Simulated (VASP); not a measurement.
# AlIn2Sb3 (P4mm) in VASP: further runs

The runs below take AlIn2Sb3 through single point, with PBE.

Program: VASP 6.6.1. These are calculated values, not measurements. Logs are shortened: lines on timing, memory, paths and dates and some standing lists are left out, and cuts for length are marked.

### Step 1. The cell of the first run

It takes space group P4mm (No. 99, tetragonal). Conventional cell: a = 4.592 Å, b = 4.592 Å, c = 9.993 Å, α = 90.00°, β = 90.00°, γ = 90.00°. Within 3.5 Å of Al (site symmetry 4mm) lie 5 Sb at 2.62 to 2.83 Å. Within 4.3 Å of In (site symmetry 4mm) lie 4 Sb at 3.28 Å and 4 Al at 3.92 Å. Within 4.3 Å of In (site symmetry 4mm) lie 5 Sb at 3.31 to 3.35 Å and 1 Al at 4.03 Å. Sb (site symmetry 2mm) has 2 Al at 2.83 Å and 4 Sb at 3.25 Å and 2 In at 3.31 Å within 3.7 Å. Within 3.5 Å of Sb (site symmetry 4mm) lie 1 Al at 2.62 Å and 5 In at 3.28 to 3.35 Å.

The cell was built from a structure type or drawn by symmetry, and may not be a known phase.

### Step 2. Single point, PBE

Input file INCAR:

```
  PREC = Accurate
  ENCUT = 520
  EDIFF = 1E-7
  ISMEAR = 0
  SIGMA = 0.1
  LREAL = F
  LASPH = T
  NELM = 100
  ALGO = Normal
  ISIF = 2
  LWAVE = F
  LCHARG = F
  GGA = PE
  NBANDS = 31
```

Input file KPOINTS:

```
Automatic mesh
0
Gamma
  4 4 4
```

Input file POSCAR:

```
AlIn2Sb3
1.0
    4.5923925227      0.0000000000      0.0000000000
    0.0000000000      4.5923925227      0.0000000000
    0.0000000000      0.0000000000      9.9928151075
Al In Sb
1 2 3
Direct
    0.5000000000      0.5000000000      0.5749209815
    0.0000000000      0.0000000000      0.3556534234
    0.5000000000      0.5000000000      0.9778426883
    0.5000000000      0.0000000000      0.7398524658
    0.0000000000      0.5000000000      0.7398524658
    0.5000000000      0.5000000000      0.3127480253
```

Potentials or basis: VASP PAW PBE potentials, release 64 (Al, In_d, Sb).

The run is started by

```bash
$ cat potpaw_PBE.64/Al/POTCAR potpaw_PBE.64/In_d/POTCAR potpaw_PBE.64/Sb/POTCAR > POTCAR
$ mpirun -np 1 vasp_std > vasp.out
```

OUTCAR:

```text
PREC = Accurate
   ENCUT = 520
   EDIFF = 1E-7
   ISMEAR = 0
   LREAL = F
   LASPH = T
   NELM = 100
   ISIF = 2
   GGA = PE

 ion  position               nearest neighbor table
   1  0.500  0.500  0.575-   6 2.62   5 2.83   4 2.83   4 2.83   5 2.83
   2  0.000  0.000  0.356-   6 3.28   6 3.28   6 3.28   6 3.28
   3  0.500  0.500  0.978-   4 3.31   5 3.31   4 3.31   5 3.31   6 3.35
   4  0.500  0.000  0.740-   1 2.83   1 2.83   5 3.25   5 3.25   5 3.25   5 3.25   3 3.31   3 3.31

   5  0.000  0.500  0.740-   1 2.83   1 2.83   4 3.25   4 3.25   4 3.25   4 3.25   3 3.31   3 3.31

   6  0.500  0.500  0.313-   1 2.62   2 3.28   2 3.28   2 3.28   2 3.28   3 3.35

  LATTYP: Found a simple tetragonal cell.
 ALAT       =     4.5923925227
 C/A-ratio  =     2.1759496947

  Lattice vectors:

 A1 = (   4.5923925227,   0.0000000000,   0.0000000000)
 A2 = (   0.0000000000,   4.5923925227,   0.0000000000)
 A3 = (   0.0000000000,   0.0000000000,   9.9928151075)

Analysis of symmetry for initial positions (statically):
=====================================================================
 Subroutine PRICEL returns:
 Original cell was already a primitive cell.

 Routine SETGRP: Setting up the symmetry group for a
 simple tetragonal supercell.

 Subroutine GETGRP returns: Found  8 space group operations
 (whereof  8 operations were pure point group operations)
 out of a pool of 16 trial point group operations.

The static configuration has the point symmetry C_4v.

Analysis of symmetry for dynamics (positions and initial velocities):
=====================================================================
 Subroutine PRICEL returns:
 Original cell was already a primitive cell.

 Routine SETGRP: Setting up the symmetry group for a
 simple tetragonal supercell.

 Subroutine GETGRP returns: Found  8 space group operations
 (whereof  8 operations were pure point group operations)
 out of a pool of 16 trial point group operations.

The dynamic configuration has the point symmetry C_4v.

 Subroutine INISYM returns: Found  8 space group operations
 (whereof  8 operations are pure point group operations),
 and found     1 'primitive' translations

----------------------------------------------------------------------------------------

                                     Primitive cell

  volume of cell :     210.7492

  direct lattice vectors                    reciprocal lattice vectors
     4.592392523  0.000000000  0.000000000     0.217751422  0.000000000  0.000000000
[... 90 lines left out ...]
   NSW    =      0    number of steps for IOM
   IBRION =     -1    ionic relax: 0-MD 1-quasi-New 2-CG
   NFREE  =      0    steps in history (QN), initial steepest desc. (CG)
   ISIF   =      2    stress and relaxation
   ISYM   =      2    0-nonsym 1-usesym 2-fastsym
   POTIM  = 0.5000    time-step for ionic-motion
   TEBEG  =    0.0;   TEEND  =   0.0 temperature during run
   PSTRESS=    0.0 pullay stress
   NELECT =      44.0000    total number of electrons
   NUPDOWN=      -1.0000    fix difference up-down
   EMIN   =  10.00;   EMAX   =-10.00  energy-range for DOS
   EFERMI =   0.00;   METHOD = LEGACY
   ISMEAR =     0;   SIGMA  =   0.10  broadening in eV -4-tet -1-fermi 0-gaus
   EFERMI_NEDOS =   21; number of points for ismear=-14 and -15
   IALGO  =     38    algorithm
   IMIX   =      4    mixing-type and parameters
     AMIX     =   0.40;   BMIX     =  1.00
     AMIX_MAG =   1.60;   BMIX_MAG =  1.00
  volume/ion in A,a.u.               =      35.12       237.03
  Fermi-wavevector in a.u.,A,eV,Ry     =   0.971189  1.835281 12.833126  0.943208
  Thomas-Fermi vector in A             =   2.101386
   LORBIT       =      0    0 simple, 1 ext, 2 COOP (PROOUT), +10 PAW based schemes
   GGA     = PE    functional components
   LHFCALC =     F    Hartree Fock is set to
   AEXX    =    0.0000 exact exchange contribution
   IVDW    =     0    specifies the selected vdW correction
   LEPSILON=     F    determine dielectric tensor
   LRPA    =     F    only Hartree local field effects (RPA)
 non-spin polarized calculation
 Gauss-broadening in eV      SIGMA  =   0.10
  energy-cutoff  :      520.00
  volume of cell :      210.75
 maximum number of plane-waves:      5714
 NGX is ok and might be reduce to    36
   NGX = 17   NGY = 17   NGZ = 37

 number of electron      43.9999986 magnetization

 Free energy of the ion-electron system (eV)
  ---------------------------------------------------
  ext. energy  EPLUGINS =         0.00000000
  ---------------------------------------------------
  free energy    TOTEN  =       -20.05449418 eV

  energy without entropy =      -20.03582725  energy(sigma->0) =      -20.04516071

 E-fermi :   4.6353     XC(G=0):  -8.4009

 val. band max:        4.6193271115   @ k =   0.5000   0.0000   0.5000
 cond. band min:       4.6417920692   @ k =   0.5000   0.5000   0.0000
 fundamental gap:      0.0224649576
 Fermi energy:         4.6353223758

 k-point     1 :       0.0000    0.0000    0.0000
  band No.  band energies     occupation
      1     -10.0262      2.00000
      2     -10.0070      2.00000
      3     -10.0001      2.00000
      4     -10.0000      2.00000
      5     -10.0000      2.00000
      6      -9.9841      2.00000
[... 601 lines left out ...]
     30       9.6064      0.00000
     31       9.6081      0.00000

------------------------ aborting loop because EDIFF is reached ----------------------------------------

  FORCE on cell =-STRESS in cart. coord.  units (eV):
  Direction    XX          YY          ZZ          XY          YZ          ZX
  --------------------------------------------------------------------------------------
  -------------------------------------------------------------------------------------
  Total        0.2230105      0.2230105      0.2824995      0.0000000      0.0000000      0.0000000
  in kB        1.6953916      1.6953916      2.1476446      0.0000000      0.0000000      0.0000000
  external PRESSURE =       1.8461426 kB  Pullay stress =       0.0000000 kB

 VOLUME and BASIS-vectors are now :
 -----------------------------------------------------------------------------
  energy-cutoff  :      520.00
  volume of cell :      210.75
      direct lattice vectors                 reciprocal lattice vectors
     4.592392523  0.000000000  0.000000000     0.217751422  0.000000000  0.000000000
     0.000000000  4.592392523  0.000000000     0.000000000  0.217751422  0.000000000
     0.000000000  0.000000000  9.992815108     0.000000000  0.000000000  0.100071901

 POSITION                                       TOTAL-FORCE (eV/Angst)
 -----------------------------------------------------------------------------------
      2.29620      2.29620      5.74508         0.000000     -0.000000      0.031527
      0.00000      0.00000      3.55398        -0.000000     -0.000000      0.009448
      2.29620      2.29620      9.77140         0.000000      0.000000      0.027599
      2.29620      0.00000      7.39321         0.000000     -0.000000     -0.005602
      0.00000      2.29620      7.39321         0.000000     -0.000000     -0.005602
      2.29620      2.29620      3.12523         0.000000     -0.000000     -0.057369
 -----------------------------------------------------------------------------------
    total drift:                                0.000000      0.000000      0.000804

  FREE ENERGIE OF THE ION-ELECTRON SYSTEM (eV)
  ---------------------------------------------------
  free  energy   TOTEN  =       -20.0544941773 eV

  energy  without entropy=      -20.0358272514  energy(sigma->0) =      -20.04516071
```

OSZICAR:

```text
N       E                     dE             d eps       ncg     rms          rms(c)
DAV:   1     0.330564966613E+03    0.33056E+03   -0.17981E+04  1124   0.133E+03
DAV:   2     0.120695497486E+02   -0.31850E+03   -0.30849E+03  1200   0.326E+02
DAV:   3    -0.191801526305E+02   -0.31250E+02   -0.30161E+02  1426   0.117E+02
DAV:   4    -0.204505861101E+02   -0.12704E+01   -0.12656E+01  1322   0.256E+01
DAV:   5    -0.205154231595E+02   -0.64837E-01   -0.64817E-01  1763   0.566E+00    0.445E+00
DAV:   6    -0.201120542048E+02    0.40337E+00   -0.47973E-01  1330   0.489E+00    0.256E+00
DAV:   7    -0.200522277054E+02    0.59826E-01   -0.36818E-01  1479   0.255E+00    0.809E-01
DAV:   8    -0.200533923151E+02   -0.11646E-02   -0.58529E-02  1306   0.149E+00    0.479E-01
DAV:   9    -0.200529585801E+02    0.43373E-03   -0.71799E-03  1475   0.415E-01    0.261E-01
DAV:  10    -0.200537902424E+02   -0.83166E-03   -0.15343E-03  1287   0.226E-01    0.154E-01
DAV:  11    -0.200542757330E+02   -0.48549E-03   -0.59375E-04  1256   0.112E-01    0.335E-02
DAV:  12    -0.200544348419E+02   -0.15911E-03   -0.19470E-04  1384   0.528E-02    0.190E-02
DAV:  13    -0.200544875345E+02   -0.52693E-04   -0.71297E-05  1195   0.340E-02    0.581E-03
DAV:  14    -0.200544924173E+02   -0.48828E-05   -0.75738E-06  1547   0.123E-02    0.493E-03
DAV:  15    -0.200544938084E+02   -0.13910E-05   -0.23412E-06  1035   0.565E-03    0.160E-03
DAV:  16    -0.200544941025E+02   -0.29411E-06   -0.33565E-07  1198   0.319E-03    0.833E-04
DAV:  17    -0.200544941773E+02   -0.74824E-07   -0.18267E-07   987   0.179E-03
   1 F= -.20054494E+02 E0= -.20045161E+02  d E =-.186669E-01
```

stdout:

```text
POSCAR found type information on POSCAR AlInSb
 POSCAR found :  3 types and       6 ions
 scaLAPACK will be used
 LDA part: xc-table for (Slater+PW92), standard interpolation
 POSCAR, INCAR and KPOINTS ok, starting setup
 FFT: planning ... GRIDC
 FFT: planning ... GRID_SOFT
 FFT: planning ... GRID
 WAVECAR not read
 entering main loop
```

Wall time 2.3 min (1 thread of Intel Xeon Platinum 8488C (Sapphire Rapids), shared host); peak memory 0.37 GiB.

What came out:

* Free energy: -20.0545 eV
* Pressure: 0.2 GPa
* Largest force: 0.057 eV/Å
* Band gap on the k mesh: zero (bands 22 and 23 overlap by 0.39 eV)

Forces on the atoms (eV/Å):
```
Al   0.000  0.000  0.032
In   0.000  0.000  0.009
In   0.000  0.000  0.028
Sb   0.000  0.000 -0.006
Sb   0.000  0.000 -0.006
Sb   0.000  0.000 -0.057
```

Caveat: semilocal functionals underestimate gaps, so a narrow gap can read as zero; spin-orbit coupling is left out, which moves the levels of the heavy elements.

### Step 3. Single point, PBE

This run uses another cell than the first one, of 28.63 Å³/atom.

Input file INCAR:

```
ALGO = Normal ; EDIFF = 1E-6
ENCUT = 520 ; GGA = PE
ISIF = 2 ; ISMEAR = 0
LASPH = T ; LCHARG = F
LREAL = F ; LWAVE = F
NBANDS = 31 ; NELM = 60
PREC = Accurate ; SIGMA = 0.1
```

Input file KPOINTS:

```
k-points
0
Gamma
  4 4 4
```

Input file POSCAR:

```
AlIn2Sb3
1.0
    5.1945695500      0.0000000000      0.0000000000
    0.0000000000      5.1945695500      0.0000000000
    0.0000000000      0.0000000000      6.3661308700
Al In Sb
1 2 3
Direct
    0.5000000000      0.5000000000      0.5926836600
    0.0000000000      0.0000000000      0.3851707100
    0.5000000000      0.5000000000      0.9175534100
    0.5000000000      0.0000000000      0.7969659700
    0.0000000000      0.5000000000      0.7969659700
    0.5000000000      0.5000000000      0.2115303300
```

Potentials or basis: VASP PAW PBE potentials, release 64 (Al, In_d, Sb).

The run is started by

```bash
$ cat potpaw_PBE.64/Al/POTCAR potpaw_PBE.64/In_d/POTCAR potpaw_PBE.64/Sb/POTCAR > POTCAR
$ mpirun -np 1 vasp_std > vasp.out
```

Run time: 1.7 min. Hardware: 1 thread of Intel Xeon Platinum 8488C (Sapphire Rapids), shared host; peak memory 0.31 GiB.

The run converged. Its results:

```
Free energy            : -6.4408 eV
Pressure               : 33.7 GPa
Largest force          : 33.724 eV/Å
Band gap on the k mesh : zero (bands 22 and 23 overlap by 1.27 eV)
```

Forces on the atoms (eV/Å):
```
Al    0.000   0.000  -8.369
In    0.000   0.000   0.222
In    0.000   0.000 -22.075
Sb    0.000   0.000  -1.751
Sb    0.000   0.000  -1.751
Sb    0.000   0.000  33.724
```

Stress tensor (GPa, compression positive):
```
 9.14  0.00  0.00
 0.00  9.14  0.00
 0.00  0.00 82.93
```

Levels at points of the mesh, in eV from the Fermi level:
| k point | band 18 | band 19 | band 20 | band 21 | band 22 | band 23 | band 24 | band 25 | band 26 | band 27 |
| --- | --- | --- | --- | --- | --- | --- | --- | --- | --- | --- |
| (0.00, 0.00, 0.00) | -2.53 | -0.58 | -0.58 | -0.56 | -0.22 | 0.31 | 0.31 | 1.37 | 1.37 | 3.32 |
| (0.50, 0.00, 0.00) | -2.80 | -1.24 | -0.89 | -0.20 | -0.18 | -0.05 | 1.63 | 1.83 | 2.74 | 2.82 |
| (0.50, 0.50, 0.00) | -2.44 | -2.01 | -1.98 | -1.98 | 1.00 | 1.25 | 2.50 | 2.50 | 2.69 | 4.01 |
| (0.00, 0.00, 0.50) | -2.82 | -1.85 | -1.85 | -1.27 | -0.51 | 0.61 | 0.61 | 2.27 | 3.41 | 3.41 |
| (0.50, 0.00, 0.50) | -1.87 | -1.76 | -1.35 | -1.09 | -0.91 | 0.56 | 1.29 | 1.89 | 2.21 | 2.54 |
| (0.50, 0.50, 0.50) | -3.16 | -2.98 | 0.40 | 0.54 | 0.54 | 1.01 | 2.17 | 2.17 | 2.70 | 3.44 |

Caveat: atoms lie so close that the PAW spheres overlap strongly, which falsifies energies and pressures; the cell stands under pressure; spin-orbit coupling is left out, which moves the levels of the heavy elements; forces of over 1 eV/Å act on the atoms, so gaps and moduli don't describe the material at rest.

[end of part 1 of 2]
